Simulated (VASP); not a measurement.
# ZnC3 (P6_3/mmc) in VASP: notebook, part 2 of 3

VASP 6.6.1.

**3. Single point, PBE**

This run uses another cell than the first one, of 9.33 Å³/atom, 0.960 times its volume.

The input, INCAR:

```
SYSTEM = ZnC3
ALGO = Normal ; EDIFF = 1E-7
ENCUT = 520 ; GGA = PE
ISIF = 2 ; ISMEAR = 0
LASPH = .True. ; LCHARG = .True.
LELF = .True. ; LREAL = .False.
LVHAR = .True. ; LWAVE = .False.
NBANDS = 34 ; NELM = 100
PREC = Accurate ; SIGMA = 0.1
```

The input, KPOINTS:

```
k-points
0
Gamma
  6 6 6
  0 0 0
```

The input, POSCAR:

```
ZnC3
1.0
    4.7526209737      0.0000000000      0.0000000000
   -2.3763104868      4.1158904978      0.0000000000
    0.0000000000      0.0000000000      3.8147116243
Zn C
2 6
Direct
    0.3333333333      0.6666666667      0.2500000000
    0.6666666667      0.3333333333      0.7500000000
    0.8330000000      0.6660000000      0.2500000000
    0.1670000000      0.8330000000      0.7500000000
    0.3340000000      0.1670000000      0.2500000000
    0.1670000000      0.3340000000      0.7500000000
    0.8330000000      0.1670000000      0.2500000000
    0.6660000000      0.8330000000      0.7500000000
```

Potentials or basis: VASP PAW PBE potentials, release 64 (Zn, C).

On the command line:

```sh
cat potpaw_PBE.64/Zn/POTCAR potpaw_PBE.64/C/POTCAR > POTCAR
mpirun -np 1 vasp_std > vasp.out
```

OUTCAR:

```text
SYSTEM = ZnC3
   EDIFF = 1E-7
   ENCUT = 520
   GGA = PE
   ISIF = 2
   ISMEAR = 0
   LASPH = .True.
   LREAL = .False.
   NELM = 100
   PREC = Accurate

 ion  position               nearest neighbor table
   1  0.333  0.667  0.250-   4 2.35   4 2.35   6 2.35   6 2.35   8 2.35   8 2.35   5 2.38   3 2.38
                             7 2.38   7 2.38   5 2.38   3 2.38
   2  0.667  0.333  0.750-   7 2.35   7 2.35   3 2.35   3 2.35   5 2.35   5 2.35   8 2.38   6 2.38
                             4 2.38   4 2.38   8 2.38   6 2.38
   3  0.833  0.666  0.250-   2 2.35   2 2.35   1 2.38   1 2.38
   4  0.167  0.833  0.750-   1 2.35   1 2.35   2 2.38   2 2.38
   5  0.334  0.167  0.250-   2 2.35   2 2.35   1 2.38   1 2.38
   6  0.167  0.334  0.750-   1 2.35   1 2.35   2 2.38   2 2.38
   7  0.833  0.167  0.250-   2 2.35   2 2.35   1 2.38   1 2.38
   8  0.666  0.833  0.750-   1 2.35   1 2.35   2 2.38   2 2.38

  LATTYP: Found a hexagonal cell.
 ALAT       =     4.7526209737
 C/A-ratio  =     0.8026542923

  Lattice vectors:

 A1 = (   4.7526209737,   0.0000000000,   0.0000000000)
 A2 = (  -2.3763104868,   4.1158904978,   0.0000000000)
 A3 = (   0.0000000000,   0.0000000000,   3.8147116243)

Analysis of symmetry for initial positions (statically):
=====================================================================
 Subroutine PRICEL returns:
 Original cell was already a primitive cell.

 Routine SETGRP: Setting up the symmetry group for a
 hexagonal supercell.

 Subroutine GETGRP returns: Found 24 space group operations
 (whereof 12 operations were pure point group operations)
 out of a pool of 24 trial point group operations.

The static configuration has the point symmetry D_3d.
 The point group associated with its full space group is D_6h.

Analysis of symmetry for dynamics (positions and initial velocities):
=====================================================================
 Subroutine PRICEL returns:
 Original cell was already a primitive cell.

[... 141 lines left out ...]
  volume/ion in A,a.u.               =       9.33        62.95
  Fermi-wavevector in a.u.,A,eV,Ry     =   1.413196  2.670553 27.172500  1.997122
  Thomas-Fermi vector in A             =   2.534866
   LORBIT       =      0    0 simple, 1 ext, 2 COOP (PROOUT), +10 PAW based schemes
   GGA     = PE    functional components
   LHFCALC =     F    Hartree Fock is set to
   AEXX    =    0.0000 exact exchange contribution
   IVDW    =     0    specifies the selected vdW correction
   LEPSILON=     F    determine dielectric tensor
   LRPA    =     F    only Hartree local field effects (RPA)
 non-spin polarized calculation
 Gauss-broadening in eV      SIGMA  =   0.10
  energy-cutoff  :      520.00
  volume of cell :       74.62
 maximum number of plane-waves:      2036
 NGX is ok and might be reduce to    36
   NGX = 17   NGY = 17   NGZ = 15

 number of electron      47.9999958 magnetization

 Free energy of the ion-electron system (eV)
  ---------------------------------------------------
  ext. energy  EPLUGINS =         0.00000000
  ---------------------------------------------------
  free energy    TOTEN  =       -31.30990439 eV

  energy without entropy =      -31.28683783  energy(sigma->0) =      -31.29837111

 E-fermi :   5.2276     XC(G=0): -12.2218

 val. band max:        5.1948799240   @ k =   0.3333   0.1667   0.1667
 cond. band min:       5.2311596998   @ k =   0.5000  -0.0000   0.0000
 fundamental gap:      0.0362797758
 Fermi energy:         5.2276105810

 k-point     1 :       0.0000    0.0000    0.0000
  band No.  band energies     occupation
      1     -10.5467      2.00000
      2      -5.1193      2.00000
      3      -5.0560      2.00000
      4      -5.0560      2.00000
      5      -3.3579      2.00000
      6      -3.3579      2.00000
[... 877 lines left out ...]
     33       9.4909      0.00000
     34       9.4909      0.00000

 [... further k-points ...]
[... 5 lines left out ...]
  --------------------------------------------------------------------------------------
  -------------------------------------------------------------------------------------
  Total       -3.2201436     -3.2201436      1.4683931     -0.0000000      0.0000000     -0.0000000
  in kB      -69.1396395    -69.1396395     31.5278397     -0.0000000      0.0000000     -0.0000000
  external PRESSURE =     -35.5838131 kB  Pullay stress =       0.0000000 kB

 VOLUME and BASIS-vectors are now :
 -----------------------------------------------------------------------------
  energy-cutoff  :      520.00
  volume of cell :       74.62
      direct lattice vectors                 reciprocal lattice vectors
     4.752620974  0.000000000  0.000000000     0.210410215  0.121480394  0.000000000
    -2.376310487  4.115890498  0.000000000     0.000000000  0.242960788  0.000000000
     0.000000000  0.000000000  3.814711624     0.000000000  0.000000000  0.262143013

 POSITION                                       TOTAL-FORCE (eV/Angst)
 -----------------------------------------------------------------------------------
     -0.00000      2.74393      0.95368        -0.000000      0.000000      0.000000
      2.37631      1.37196      2.86103        -0.000000      0.000000      0.000000
      2.37631      2.74118      0.95368         0.000000      0.490490      0.000000
     -1.18578      3.42854      2.86103        -0.424777      0.245245     -0.000000
      1.19053      0.68735      0.95368        -0.424777     -0.245245     -0.000000
      0.00000      1.37471      2.86103        -0.000000     -0.490490     -0.000000
      3.56209      0.68735      0.95368         0.424777     -0.245245      0.000000
      1.18578      3.42854      2.86103         0.424777      0.245245      0.000000
 -----------------------------------------------------------------------------------
    total drift:                                0.000000     -0.000000      0.000000

  FREE ENERGIE OF THE ION-ELECTRON SYSTEM (eV)
  ---------------------------------------------------
  free  energy   TOTEN  =       -31.3099043907 eV

  energy  without entropy=      -31.2868378333  energy(sigma->0) =      -31.29837111
```

stdout:

```text
POSCAR found type information on POSCAR ZnC
 POSCAR found :  2 types and       8 ions
 scaLAPACK will be used
 LDA part: xc-table for (Slater+PW92), standard interpolation
 POSCAR, INCAR and KPOINTS ok, starting setup
 FFT: planning ... GRIDC
 FFT: planning ... GRID_SOFT
 FFT: planning ... GRID
 WAVECAR not read
 entering main loop
```

It took 31 s on 1 thread of Intel Xeon 6975P-C (Granite Rapids), shared host; peak memory 0.21 GiB.

Results:

```yaml
Free_energy: -31.3099 eV
Pressure: -3.6 GPa
Largest_force: 0.490 eV/Å
Band_gap_on_the_k_mesh: zero (band 24 reaches 6.10 eV, above the bottom of band 25 at 4.05 eV)
```

Forces on the atoms (eV/Å):
```
Zn   0.000  0.000  0.000
Zn   0.000  0.000  0.000
C    0.000  0.490  0.000
C   -0.425  0.245  0.000
C   -0.425 -0.245  0.000
C    0.000 -0.490  0.000
C    0.425 -0.245  0.000
C    0.425  0.245  0.000
```

Levels at points of the mesh, in eV from the Fermi level:
```
           k point  band 21  band 22  band 23  band 24  band 25  band 26  band 27  band 28
(0.00, 0.00, 0.00)    -2.41    -1.45    -1.45    -1.18    -1.18     1.33     1.83     2.17
(0.50, 0.00, 0.00)    -1.85    -1.52    -1.30    -1.11    -0.38     0.00     0.65     0.72
(0.00, 0.00, 0.50)    -4.85    -4.85    -1.81    -1.81     2.76     2.76     3.32     3.32
(0.50, 0.00, 0.50)    -1.12    -1.12    -0.19    -0.19     0.09     0.09     1.41     1.41
```

**4. Relaxation of cell and atoms, PBE**

This run uses another cell than the first one, of 9.33 Å³/atom, 0.960 times its volume.

The input, INCAR:

```
PREC     = Accurate       # precision mode
ENCUT    = 600            # plane-wave cutoff, eV
EDIFF    = 1E-6           # SCF threshold, eV
ISMEAR   = 0              # smearing method
SIGMA    = 0.1            # smearing width, eV
LREAL    = False          # projectors in reciprocal space
LASPH    = True           # aspherical terms in the spheres
NELM     = 60             # most SCF steps
ALGO     = Normal         # electronic algorithm
ISIF     = 3              # what is computed and relaxed
LWAVE    = False          # write WAVECAR
LCHARG   = False          # write CHGCAR
GGA      = PE             # functional
IBRION   = 2              # ionic algorithm
NSW      = 90             # ionic steps
EDIFFG   = -0.04          # ionic threshold
```

The input, KPOINTS:

```
Automatic mesh
0
Gamma
  6 6 4
```

POSCAR is that of step 3.

Potentials or basis: VASP PAW PBE potentials, release 64 (Zn, C).

On the command line:

```sh
cat potpaw_PBE.64/Zn/POTCAR potpaw_PBE.64/C/POTCAR > POTCAR
mpirun -np 1 vasp_std > vasp.out
```

OUTCAR:

```text
PREC = Accurate
   ENCUT = 600
   EDIFF = 1E-6
   ISMEAR = 0
   LREAL = False
   LASPH = True
   NELM = 60
   ISIF = 3
   GGA = PE
   IBRION = 2
   NSW = 90
   EDIFFG = -0.04

 ion  position               nearest neighbor table
   1  0.333  0.667  0.250-   4 2.35   4 2.35   6 2.35   6 2.35   8 2.35   8 2.35   5 2.38   3 2.38
                             7 2.38   7 2.38   5 2.38   3 2.38
   2  0.667  0.333  0.750-   7 2.35   7 2.35   3 2.35   3 2.35   5 2.35   5 2.35   8 2.38   6 2.38
                             4 2.38   4 2.38   8 2.38   6 2.38
   3  0.833  0.666  0.250-   2 2.35   2 2.35   1 2.38   1 2.38
   4  0.167  0.833  0.750-   1 2.35   1 2.35   2 2.38   2 2.38
   5  0.334  0.167  0.250-   2 2.35   2 2.35   1 2.38   1 2.38
   6  0.167  0.334  0.750-   1 2.35   1 2.35   2 2.38   2 2.38
   7  0.833  0.167  0.250-   2 2.35   2 2.35   1 2.38   1 2.38
   8  0.666  0.833  0.750-   1 2.35   1 2.35   2 2.38   2 2.38

[... 204 lines left out ...]
  Total       -2.3414075     -2.3414075     -0.3706036     -0.0000000      0.0000000      0.0000000
  in kB      -50.2723151    -50.2723151     -7.9572229     -0.0000000      0.0000000      0.0000000
  external PRESSURE =     -36.1672844 kB  Pullay stress =       0.0000000 kB
[... 2147 lines left out ...]
     28       4.2265      0.00000
     29       5.5950      0.00000

[... ionic steps 4 to 42 ...]

--------------------------------------- Ionic step       43  -------------------------------------------

 number of electron      47.9999874 magnetization

------------------------ aborting loop because EDIFF is reached ----------------------------------------
[... 79 lines left out ...]
--------------------------------------- Ionic step       45  -------------------------------------------

 number of electron      47.9999879 magnetization

 Free energy of the ion-electron system (eV)
  ---------------------------------------------------
  ext. energy  EPLUGINS =         0.00000000
  ---------------------------------------------------
  free energy    TOTEN  =       -40.74210970 eV

  energy without entropy =      -40.72305091  energy(sigma->0) =      -40.73258030

 E-fermi :   2.2340     XC(G=0): -10.1092

 val. band max:        2.2101475100   @ k =   0.5000   0.0000   0.5000
 cond. band min:       2.2781817964   @ k =   0.3333   0.3333   0.0000
 fundamental gap:      0.0680342864
 Fermi energy:         2.2339984943
[... 705 lines left out ...]
  FREE ENERGIE OF THE ION-ELECTRON SYSTEM (eV)
  ---------------------------------------------------
  free  energy   TOTEN  =       -40.7421097015 eV

  energy  without entropy=      -40.7230509068  energy(sigma->0) =      -40.73258030

 reached required accuracy - stopping structural energy minimisation
```

OSZICAR:

```text
N       E                     dE             d eps       ncg     rms          rms(c)
DAV:   1     0.364701411738E+03    0.36470E+03   -0.25132E+04  1218   0.231E+03
[... 460 lines left out ...]
       N       E                     dE             d eps       ncg     rms          rms(c)
DAV:   1    -0.407426717487E+02   -0.10215E-02   -0.14428E-02  1238   0.111E+00    0.157E-01
DAV:   2    -0.407422112837E+02    0.46046E-03   -0.14693E-03  1433   0.710E-01    0.687E-02
DAV:   3    -0.407421206605E+02    0.90623E-04   -0.14642E-04  1397   0.967E-02    0.277E-02
DAV:   4    -0.407421096683E+02    0.10992E-04   -0.22577E-05  1486   0.607E-02    0.902E-03
DAV:   5    -0.407421097306E+02   -0.62275E-07   -0.12856E-05  1383   0.278E-02    0.252E-03
DAV:   6    -0.407421097015E+02    0.29153E-07   -0.13910E-06   710   0.117E-02
  45 F= -.40742110E+02 E0= -.40732580E+02  d E =-.459894E-03
```

Run time: 11 min. Hardware: 1 thread of Intel Xeon 6975P-C (Granite Rapids), shared host; peak memory 0.24 GiB.

Results:

```yaml
Free_energy: -40.7421 eV
Relaxed_volume: 12.34 Å³/atom
Relaxed_cell: a = 4.436 Å, b = 4.436 Å, c = 5.793 Å, α = 90.00°, β = 90.00°, γ = 120.00°
Space_group_after_relaxing_to_0.05_Å: P6_3/mmc (No. 194)
Energy_gained_by_relaxing: 1182.9 meV/atom
Ionic_steps: 45
Pressure_after_relaxing: 0.1 GPa
Largest_force_after_relaxing: 0.004 eV/Å
Band_gap_on_the_k_mesh: zero (band 24 reaches 2.21 eV, above the bottom of band 25 at 2.04 eV)
```

Forces in eV/Å, atoms in the order of the input:
```
Zn   0.000  0.000  0.000
Zn   0.000  0.000  0.000
C    0.000  0.004  0.000
C   -0.003  0.002  0.000
C   -0.003 -0.002  0.000
C    0.000 -0.004  0.000
C    0.003 -0.002  0.000
C    0.003  0.002  0.000
```

The path:
```csv
step,energy change (eV),largest force (eV/Å),pressure (GPa),volume (Å³)
1,0.0000,0.4017,-3.62,74.62
3,-0.2774,2.0014,15.91,65.84
5,-0.1600,2.5759,29.18,62.17
7,-0.1796,2.6659,30.46,61.86
9,-0.2742,3.0164,36.34,60.45
11,-0.9342,4.4496,67.30,54.99
13,-0.7939,4.4297,72.35,54.37
15,-0.8040,4.2287,79.92,53.52
17,-0.9060,3.2230,95.24,52.19
19,-1.0546,3.4800,89.89,52.67
21,-2.1945,2.9731,78.26,54.18
23,-5.3008,0.3849,46.94,60.53
25,-6.4692,4.2981,29.96,72.86
27,-7.5635,0.9824,1.07,81.34
29,-7.7515,0.8291,1.31,82.48
31,-9.1866,0.5150,-1.93,95.44
33,-9.3741,0.6526,-1.63,102.19
35,-9.4237,0.3593,-3.31,102.24
37,-9.4564,0.0853,-0.79,100.63
39,-9.4612,0.1578,-0.63,99.45
41,-9.4629,0.0106,0.03,98.86
43,-9.4630,0.0094,0.18,98.78
45,-9.4634,0.0038,0.10,98.73
```

Final structure:
```cif
data_structure
_symmetry_space_group_name_H-M 'P 1'
_symmetry_Int_Tables_number 1
_cell_length_a 4.4363
_cell_length_b 4.4363
_cell_length_c 5.7929
_cell_angle_alpha 90.000
_cell_angle_beta 90.000
_cell_angle_gamma 120.000
_cell_volume 98.73
loop_
_atom_site_label
_atom_site_type_symbol
_atom_site_fract_x
_atom_site_fract_y
_atom_site_fract_z
_atom_site_occupancy
Zn1 Zn 0.33333 0.66667 0.25000 1
Zn2 Zn 0.66667 0.33333 0.75000 1
C1 C 0.89122 0.78243 0.25000 1
C2 C 0.10878 0.89122 0.75000 1
C3 C 0.21757 0.10878 0.25000 1
C4 C 0.10878 0.21757 0.75000 1
C5 C 0.89122 0.10878 0.25000 1
C6 C 0.78243 0.89122 0.75000 1
```

Caveat: the k points lie up to 0.27 Å⁻¹ apart in the final cell; the volume moved by over 15 % at a fixed basis, so the end points are rough.

**5. Single point, PBE**

This run uses another cell than the first one, of 16.27 Å³/atom, 1.675 times its volume.

The input, INCAR:

```
SYSTEM = ZnC3
  PREC = Accurate
  ENCUT = 520
  EDIFF = 1E-6
  ISMEAR = 0
  SIGMA = 0.01
  LREAL = .False.
  LASPH = .True.
  NELM = 100
  ALGO = Normal
  ISIF = 2
  LWAVE = .False.
  LCHARG = .False.
  GGA = PE
  NBANDS = 34
```

The input, KPOINTS:

```
regular mesh
0
Gamma
  9 9 6
  0 0 0
```

The input, POSCAR:

```
ZnC3
1.0
    4.4836032067      0.0000000000      0.0000000000
   -2.2418016034      3.8829142775      0.0000000000
    0.0000000000      0.0000000000      7.4781186931
Zn C
2 6
Direct
    0.3333333333      0.6666666667      0.2500000000
    0.6666666667      0.3333333333      0.7500000000
    0.8916981472      0.7833962944      0.2500000000
    0.1083018528      0.8916981472      0.7500000000
    0.2166037056      0.1083018528      0.2500000000
    0.1083018528      0.2166037056      0.7500000000
    0.8916981472      0.1083018528      0.2500000000
    0.7833962944      0.8916981472      0.7500000000
```

On the command line:

```sh
cat potpaw_PBE.64/Zn/POTCAR potpaw_PBE.64/C/POTCAR > POTCAR
mpirun -np 1 vasp_std > vasp.out
```

Run time: 92 s. Hardware: 1 thread of Intel Xeon 6975P-C (Granite Rapids), shared host; peak memory 0.34 GiB.

Results (log left out):

```
Free energy            : -41.3468 eV
Pressure               : 0.5 GPa
Largest force          : 0.159 eV/Å
Band gap on the k mesh : 0.25 eV, direct
```

Forces in eV/Å, atoms in the order of the input:
```
Zn   0.000  0.000  0.000
Zn   0.000  0.000  0.000
C    0.000 -0.159  0.000
C    0.138 -0.080  0.000
C    0.138  0.080  0.000
C    0.000  0.159  0.000
C   -0.138  0.080  0.000
C   -0.138 -0.080  0.000
```

Stress tensor (GPa, compression positive):
```
 0.72  0.00  0.00
 0.00  0.72  0.00
 0.00  0.00 -0.01
```

Levels at points of the mesh, in eV from the valence-band top:
```csv
k point,band 22,band 23,band 24,band 25,band 26,band 27
"(0.00, 0.00, 0.00)",-1.63,-1.46,-1.46,2.66,2.66,3.19
"(0.00, 0.00, 0.50)",-1.55,-1.55,-1.55,3.06,3.06,3.06
```

A k mesh can miss the band edges.

(Continued in part 3 of 3.)
